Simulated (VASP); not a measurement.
A run of VASP 6.6.1 is set up as follows.

The input INCAR:

```
  PREC = Accurate
  ENCUT = 500
  EDIFF = 1E-6
  ISMEAR = 0
  SIGMA = 0.15
  LREAL = False
  LASPH = True
  NELM = 120
  ALGO = Normal
  ISIF = 2
  LWAVE = False
  LCHARG = False
  GGA = PE
  NBANDS = 10
  GGA_COMPAT = False
```

File KPOINTS:

```
Automatic mesh
0
Gamma
  20 20 12
```

The input POSCAR:

```
Al
1.0
   -1.6175102401      1.6175102401      1.6175102401
    1.6175102401     -1.6175102401      1.6175102401
    3.2350204801      3.2350204801      0.0000000000
Al
2
Direct
    0.0732676020     -0.0732676020      0.0000000000
    0.4267323980      0.5732676020      0.5000000000
```

Potentials or basis: VASP PAW PBE potentials, release 64 (Al).

Command:

```bash
$ cat potpaw_PBE.64/Al/POTCAR > POTCAR
$ mpirun -np 1 vasp_std > vasp.out
```

Problem. Estimate the pressure.

Solution. 0.3 GPa.

Problem. Predict the largest force.

Solution. 0.036 eV/Å.

Problem. What does it give for the band gap on the k mesh?

Solution. Zero (bands 3 and 4 overlap by 8.74 eV).

Stress tensor (GPa, compression positive):
```
 1.47 -1.10  0.00
-1.10  1.47  0.00
 0.00  0.00 -2.06
```
